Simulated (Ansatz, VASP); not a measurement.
# SnO in VASP and in Ansatz

Contents of INCAR:

```
SYSTEM = SnO
  PREC = Accurate
  ENCUT = 520
  EDIFF = 1E-6
  ISMEAR = 0
  SIGMA = 0.15
  LREAL = .FALSE.
  LASPH = .TRUE.
  NELM = 100
  ALGO = Normal
  ISIF = 2
  LWAVE = .FALSE.
  LCHARG = .FALSE.
  GGA = PS
  NBANDS = 28
```

The input KPOINTS:

```
regular mesh
0
G
  10 10 8
  0 0 0
```

POSCAR

```
SnO
1.0
    3.6711000000      0.0000000000      0.0000000000
    0.0000000000      3.6711000000      0.0000000000
    0.0000000000      0.0000000000      4.5130000000
Sn O
2 2
Direct
    0.0000000000      0.5000000000      0.2424656060
    0.5000000000      0.0000000000      0.7575343940
    0.0000000000      0.0000000000      0.0000000000
    0.5000000000      0.5000000000      0.0000000000
```

Input for Ansatz:

```yaml
crystal:
  lattice:
    - [3.6711, 0.0, 0.0]
    - [0.0, 3.6711, 0.0]
    - [0.0, 0.0, 4.513]
  atoms:
    - { symbol: Sn, position: [0.0, 0.5, 0.242465606] }
    - { symbol: Sn, position: [0.5, 0.0, 0.757534394] }
    - { symbol: O, position: [0.0, 0.0, 0.0] }
    - { symbol: O, position: [0.5, 0.5, 0.0] }
basis:
  ecutwfc: 520.0
kpoints:
  mp_grid: { grid: [10, 10, 8] }
hamiltonian:
  xc: pbesol
  pseudopotentials: { kind: paw, azcp: { folder: soft_1 } }
scf:
  occupations: { method: gaussian, width: 0.15 }
output:
  forces: true
  stress: true
  eigenvalues: true
```

Alike in both runs: task single point; functional PBEsol; k mesh 10 × 10 × 8; occupations gaussian, width 0.15 eV; no spin polarisation.

|  | VASP | Ansatz |
| --- | --- | --- |
| version | VASP 6.6.1 | Ansatz 0.2.0 |
| potentials or method | VASP PAW PBE potentials, release 64 (Sn_d, O), cutoff 520 eV | scalar-relativistic, plane waves, PAW |
| valence electrons in the cell | 40 | 40 |

|  | VASP | Ansatz | Ansatz less VASP |
| --- | --- | --- | --- |
| gap on the k mesh at the Fermi level (eV) | none | none | - |
| pressure (GPa) | 15.7 | 15.2 | -0.56 |
| traceless stress, the component that is largest in VASP (GPa) | -1.61 | -1.56 | +0.054 |
| rms of the force components (eV/Å) | 0.881 | 0.828 | -0.0529 |

VASP's potentials were made for PBE, not for PBEsol, and Ansatz warns of the same on its side. Atom by atom the forces differ by 0.053 eV/Å (rms over components). A gap of «none» marks a metal or a gap that the smearing closes.
